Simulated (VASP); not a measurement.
Input of a VASP 6.6.1 run:

INCAR

```
SYSTEM = AlNi
ALGO = Fast
EDIFF = 1E-7
EDIFFG = -0.01
ENCUT = 600
GGA = PE
IBRION = 2
ISIF = 3
ISMEAR = 0
LASPH = .True.
LCHARG = .False.
LREAL = .False.
LWAVE = .False.
NELM = 80
NSW = 100
PREC = Accurate
SIGMA = 0.1
```

The input KPOINTS:

```
k-points
0
Gamma
  14 14 14
  0 0 0
```

The input POSCAR:

```
AlNi
1.0
    2.8810000000      0.0000000000      0.0000000000
    0.0000000000      2.8810000000      0.0000000000
    0.0000000000      0.0000000000      2.8810000000
Al Ni
1 1
Direct
    0.0000000000      0.0000000000      0.0000000000
    0.5000000000      0.5000000000      0.5000000000
```

Potentials or basis: VASP PAW PBE potentials, release 64 (Al, Ni).

Run with:

```sh
$ cat potpaw_PBE.64/Al/POTCAR potpaw_PBE.64/Ni/POTCAR > POTCAR
$ mpirun -np 1 vasp_std > vasp.out
```

What does it give for the space group after relaxing (to 0.05 Å)?

Pm-3m (No. 221).

Predict the relaxed cell.

a = 2.893 Å, b = 2.893 Å, c = 2.893 Å, α = 90.00°, β = 90.00°, γ = 90.00°.

Estimate the relaxed volume.

12.11 Å³/atom.

Final structure:
```yaml
crystal:
  lattice:
    - [2.89330, 0.00000, 0.00000]
    - [0.00000, 2.89330, 0.00000]
    - [0.00000, 0.00000, 2.89330]
  atoms:
    - { symbol: Al, position: [0.00000, 0.00000, 0.00000] }
    - { symbol: Ni, position: [0.50000, 0.50000, 0.50000] }
```

Spin polarisation is off, so any magnetic state and its effect on volume and gap are missing. Zero-point motion and thermal expansion aren't in these numbers.
